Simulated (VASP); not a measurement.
Co, 1 atom in the cell. The structure is cubic, space group Pm-3m (No. 221). The conventional cell has a = 2.340 Å, b = 2.340 Å, c = 2.340 Å, α = 90.00°, β = 90.00°, γ = 90.00°. Co (site symmetry m-3m) has 6 Co at 2.34 Å within 3.1 Å. This isn't the form of Co at room conditions, which is hcp.

- Program: VASP 6.6.1
- Task: single point
- Functional: PBE
- Potentials or basis: VASP PAW PBE potentials, release 64 (Co)
- Cutoff: 520 eV
- k mesh: 22 × 22 × 22
- Occupations: fermi-dirac, width 0.05 eV
- Spin: collinear spin, ferromagnetic start
- Starting moments: [1.891] μB
- Dipole correction: no
- Further INCAR settings: ALGO = Normal; EDIFF = 1e-07; NBANDS = 14

Potentials or basis: VASP PAW PBE potentials, release 64 (Co).

Launch:

```sh
$ cat potpaw_PBE.64/Co/POTCAR > POTCAR
$ mpirun -np 1 vasp_std > vasp.out
```

Hardware: 1 thread of Intel(R) Xeon(R) 6975P-C (Granite Rapids), with other jobs on the host.

Estimate the wall time of this run.

Wall time 46 s on 1 thread of Intel(R) Xeon(R) 6975P-C (Granite Rapids), on a shared host, peak memory 0.2 GiB. Counts: scf iterations 15, k points 364.
